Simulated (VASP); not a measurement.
# GaN (P-6m2) in VASP: a series of runs, part 2 of 2

VASP 6.6.1. The steps go on from the part before.

## Step 5: Single point, PBEsol

INCAR reads:

```
SYSTEM = GaN
PREC = Accurate
ENCUT = 520
EDIFF = 1E-7
ISMEAR = -1
SIGMA = 0.05
LREAL = .False.
LASPH = .True.
NELM = 80
ALGO = Normal
ISIF = 2
LWAVE = .False.
LCHARG = .True.
GGA = PS
LELF = .True.
LVHAR = .True.
NBANDS = 16
```

KPOINTS reads:

```
Automatic mesh
0
Gamma
  10 10 10
  0 0 0
```

POSCAR reads:

```
GaN
1.0
    2.9806400000      0.0000000000      0.0000000000
   -1.4903200000      2.5813100000      0.0000000000
    0.0000000000      0.0000000000      2.6833700000
Ga N
1 1
Direct
    0.6666700000      0.3333300000      0.5000000000
    0.0000000000      0.0000000000      0.0000000000
```

Potentials or basis: VASP PAW PBE potentials, release 64 (Ga_d, N).

The run is started by

```console
> cat potpaw_PBE.64/Ga_d/POTCAR potpaw_PBE.64/N/POTCAR > POTCAR
> mpirun -np 1 vasp_std > vasp.out
```

OUTCAR:

```text
SYSTEM = GaN
   PREC = Accurate
   ENCUT = 520
   EDIFF = 1E-7
   ISMEAR = -1
   LREAL = .False.
   LASPH = .True.
   NELM = 80
   ISIF = 2
   GGA = PS

 ion  position               nearest neighbor table
   1  0.667  0.333  0.500-   2 2.18   2 2.18   2 2.18   2 2.18   2 2.18   2 2.18
   2  0.000  0.000  0.000-   1 2.18   1 2.18   1 2.18   1 2.18   1 2.18   1 2.18

  LATTYP: Found a hexagonal cell.
 ALAT       =     2.9806400000
 C/A-ratio  =     0.9002663857

  Lattice vectors:

 A1 = (   2.9806400000,   0.0000000000,   0.0000000000)
 A2 = (  -1.4903200000,   2.5813100000,   0.0000000000)
 A3 = (   0.0000000000,   0.0000000000,   2.6833700000)

Analysis of symmetry for initial positions (statically):
=====================================================================
 Subroutine PRICEL returns:
 Original cell was already a primitive cell.

 Routine SETGRP: Setting up the symmetry group for a
 hexagonal supercell.

 Subroutine GETGRP returns: Found  4 space group operations
 (whereof  4 operations were pure point group operations)
 out of a pool of 24 trial point group operations.

The static configuration has the point symmetry C_2v.

Analysis of symmetry for dynamics (positions and initial velocities):
=====================================================================
 Subroutine PRICEL returns:
 Original cell was already a primitive cell.

 Routine SETGRP: Setting up the symmetry group for a
 hexagonal supercell.

 Subroutine GETGRP returns: Found  4 space group operations
 (whereof  4 operations were pure point group operations)
 out of a pool of 24 trial point group operations.

The dynamic configuration has the point symmetry C_2v.

 Subroutine INISYM returns: Found  4 space group operations
 (whereof  4 operations are pure point group operations),
 and found     1 'primitive' translations

----------------------------------------------------------------------------------------

[... 110 lines left out ...]
   IMIX   =      4    mixing-type and parameters
     AMIX     =   0.40;   BMIX     =  1.00
     AMIX_MAG =   1.60;   BMIX_MAG =  1.00
  volume/ion in A,a.u.               =      10.32        69.66
  Fermi-wavevector in a.u.,A,eV,Ry     =   1.563948  2.955433 33.278934  2.445933
  Thomas-Fermi vector in A             =   2.666644
   LORBIT       =      0    0 simple, 1 ext, 2 COOP (PROOUT), +10 PAW based schemes
   GGA     = PS    functional components
   LHFCALC =     F    Hartree Fock is set to
   AEXX    =    0.0000 exact exchange contribution
   IVDW    =     0    specifies the selected vdW correction
   LEPSILON=     F    determine dielectric tensor
   LRPA    =     F    only Hartree local field effects (RPA)
 non-spin polarized calculation
  energy-cutoff  :      520.00
  volume of cell :       20.65
 maximum number of plane-waves:       573
 NGX is ok and might be reduce to    24
   NGX = 11   NGY = 11   NGZ =  9

 number of electron      18.0000013 magnetization

 Free energy of the ion-electron system (eV)
  ---------------------------------------------------
  ext. energy  EPLUGINS =         0.00000000
  ---------------------------------------------------
  free energy    TOTEN  =       -11.27202100 eV

  energy without entropy =      -11.26805784  energy(sigma->0) =      -11.27003942

 E-fermi :   7.3373     XC(G=0): -12.7529

 val. band max:        7.3319952119   @ k =  -0.4000   0.4000   0.0000
 cond. band min:       7.4189039144   @ k =   0.5000   0.3000   0.5000
 fundamental gap:      0.0869087025
 Fermi energy:         7.3372899997

 k-point     1 :       0.0000    0.0000    0.0000
  band No.  band energies     occupation
      1      -9.8369      2.00000
      2      -7.6399      2.00000
      3      -7.4726      2.00000
      4      -7.4726      2.00000
      5      -7.1495      2.00000
      6      -7.1495      2.00000
[... 433 lines left out ...]
      3      -7.3635      2.00000
      4      -7.2612      2.00000
      5      -7.1819      2.00000
      6      -6.8475      2.00000
[... 8 lines left out ...]
     15      25.2266      0.00000
     16      28.5509      0.00000

 [... further k-points ...]

------------------------ aborting loop because EDIFF is reached ----------------------------------------

  FORCE on cell =-STRESS in cart. coord.  units (eV):
  Direction    XX          YY          ZZ          XY          YZ          ZX
  --------------------------------------------------------------------------------------
  -------------------------------------------------------------------------------------
  Total       -0.7449484     -0.7449249     -0.9095274      0.0000204      0.0000000      0.0000000
  in kB      -57.8104759    -57.8086515    -70.5823529      0.0015815      0.0000000      0.0000000
  external PRESSURE =     -62.0671601 kB  Pullay stress =       0.0000000 kB

 VOLUME and BASIS-vectors are now :
 -----------------------------------------------------------------------------
  energy-cutoff  :      520.00
  volume of cell :       20.65
      direct lattice vectors                 reciprocal lattice vectors
     2.980640000  0.000000000  0.000000000     0.335498416  0.193700098  0.000000000
    -1.490320000  2.581310000  0.000000000     0.000000000  0.387400196  0.000000000
     0.000000000  0.000000000  2.683370000     0.000000000  0.000000000  0.372665715

 POSITION                                       TOTAL-FORCE (eV/Angst)
 -----------------------------------------------------------------------------------
      1.49033      0.86043      1.34169        -0.000041      0.000024      0.000000
      0.00000      0.00000      0.00000         0.000041     -0.000024      0.000000
 -----------------------------------------------------------------------------------
    total drift:                               -0.000001      0.000001      0.000000

  FREE ENERGIE OF THE ION-ELECTRON SYSTEM (eV)
  ---------------------------------------------------
  free  energy   TOTEN  =       -11.2720209982 eV

  energy  without entropy=      -11.2680578434  energy(sigma->0) =      -11.27003942
```

stdout:

```text
POSCAR found type information on POSCAR GaN
 POSCAR found :  2 types and       2 ions
 scaLAPACK will be used
 -----------------------------------------------------------------------------
|                                                                             |
|                                                                             |
|     You enforced a specific xc type in the INCAR file but a different       |
|     I HOPE YOU KNOW WHAT YOU ARE DOING!                                     |
|                                                                             |
 -----------------------------------------------------------------------------

 LDA part: xc-table for (Slater+PW92), standard interpolation
 POSCAR, INCAR and KPOINTS ok, starting setup
 FFT: planning ... GRIDC
 FFT: planning ... GRID_SOFT
 FFT: planning ... GRID
 WAVECAR not read
 entering main loop
```

It took 2 min on 1 thread of Intel Xeon 8259CL, shared host; peak memory 0.18 GiB.

What came out:

```
Free energy            : -11.2720 eV
Pressure               : -6.2 GPa
Band gap on the k mesh : zero (bands 9 and 10 overlap by 1.12 eV)
```

Levels at points of the mesh, in eV from the Fermi level:
| k point | band 7 | band 8 | band 9 | band 10 | band 11 | band 12 |
| --- | --- | --- | --- | --- | --- | --- |
| (0.00, 0.00, 0.00) | -1.23 | -0.93 | -0.93 | -0.23 | 9.55 | 9.55 |
| (0.50, 0.00, 0.00) | -8.63 | -2.79 | 0.14 | 2.41 | 7.15 | 11.30 |
| (0.50, 0.50, 0.00) | -8.64 | -2.79 | 0.14 | 2.41 | 7.15 | 11.30 |
| (0.00, 0.00, 0.50) | -9.30 | -0.01 | -0.01 | 5.28 | 5.84 | 12.40 |
| (0.50, 0.00, 0.50) | -6.10 | -5.38 | -1.24 | -0.64 | 7.19 | 7.83 |
| (0.50, 0.50, 0.50) | -6.10 | -5.38 | -1.24 | -0.64 | 7.19 | 7.83 |

Caveat: the cell stands under tension; the PAW data sets were made with another functional, which shifts forces and pressure a little.

## Step 6: Single point, LDA, non-collinear spin, zero start, spin-orbit coupling

INCAR reads:

```
SYSTEM = GaN
PREC     = Accurate       ! precision mode
ENCUT    = 520            ! plane-wave cutoff, eV
EDIFF    = 1E-6           ! SCF threshold, eV
ISMEAR   = -1             ! smearing method
SIGMA    = 0.05           ! smearing width, eV
LREAL    = .False.        ! projectors in reciprocal space
LASPH    = .True.         ! aspherical terms in the spheres
NELM     = 150            ! most SCF steps
ALGO     = Normal         ! electronic algorithm
ISIF     = 2              ! what is computed and relaxed
LWAVE    = .False.        ! write WAVECAR
LCHARG   = .False.        ! write CHGCAR
MAGMOM   = 0 0 0 0 0 0    ! initial moments
LORBIT   = 11             ! projections on sites
LSORBIT  = .True.         ! spin-orbit coupling
GGA_COMPAT= .False.      
LORBMOM  = .True.       
NBANDS   = 30             ! bands
```

KPOINTS reads:

```
Automatic mesh
0
Gamma
  7 7 7
  0 0 0
```

POSCAR is that of step 5.

Potentials or basis: VASP PAW LDA potentials, release 64 (Ga_d, N).

The run is started by

```console
> cat potpaw_LDA.64/Ga_d/POTCAR potpaw_LDA.64/N/POTCAR > POTCAR
> mpirun -np 1 vasp_ncl > vasp.out
```

Wall time 3.4 min (1 thread of Intel Xeon 8259CL, shared host); peak memory 0.24 GiB.

It converged, with:

```yaml
Free_energy: -12.0346 eV
Pressure: -10.5 GPa
Net_moment: 0.00 μB per cell
Valence_electrons_inside_the_program's_atomic_spheres: Ga 11.60; N 3.60
```

Stress tensor (GPa, compression positive):
```
 -9.72   0.00   0.00
  0.00  -9.72   0.00
  0.00   0.00 -12.03
```

Moments on the atoms (μB; x, y, z):
```
Ga  0.00 0.00 0.00
N   0.00 0.00 0.00
```

Caveat: the cell stands under tension.

## Step 7: Summary

| level | potentials or basis | spin | cell | k mesh | grid for exact exchange (PRECFOCK) | share of exact exchange | screening parameter | gap on the mesh (eV) | pressure (GPa) |
| --- | --- | --- | --- | --- | --- | --- | --- | --- | --- |
| r2SCANh | VASP PAW PBE potentials, release 64 (Ga_d, N) | off | a = 2.981, b = 2.981, c = 2.683 Å, angles 90.0, 90.0, 120.0°, 2 atoms | 5 × 5 × 5 | Normal | 0.1 | - | 0.34 | -10.5 |
| HSE06 | VASP PAW PBE potentials, release 64 (Ga_d, N) | off | a = 2.922, b = 2.922, c = 2.645 Å, angles 90.0, 90.0, 120.0°, 2 atoms | 5 × 5 × 5 | Normal | 0.25 | 0.2079 1/Å | 0.90 | 0.9 |
| PBEsol | VASP PAW PBE potentials, release 64 (Ga_d, N) | off | a = 2.941, b = 2.941, c = 2.653 Å, angles 90.0, 90.0, 120.0°, 2 atoms | 10 × 10 × 10 | - | - | - | none | 0.4 |
| PBEsol | VASP PAW PBE potentials, release 64 (Ga_d, N) | off | a = 2.981, b = 2.981, c = 2.683 Å, angles 90.0, 90.0, 120.0°, 2 atoms | 10 × 10 × 10 | - | - | - | none | -6.2 |
| LDA | VASP PAW LDA potentials, release 64 (Ga_d, N) | non-collinear, zero start, SOC | a = 2.981, b = 2.981, c = 2.683 Å, angles 90.0, 90.0, 120.0°, 2 atoms | 7 × 7 × 7 | - | - | - | - | -10.5 |

Alike in all rows: task single point; cutoff (eV) 520; smearing fermi-dirac 0.05 eV.

Caveats: some runs use coarse meshes; the PAW data sets were made with another functional, which shifts forces and pressure a little (at least some runs); the cell stands under tension (at least some runs).

Absolute energies hang on the potentials; compare differences alone.

The gap in the log of VASP goes by the Fermi energy; the results here count the filled bands.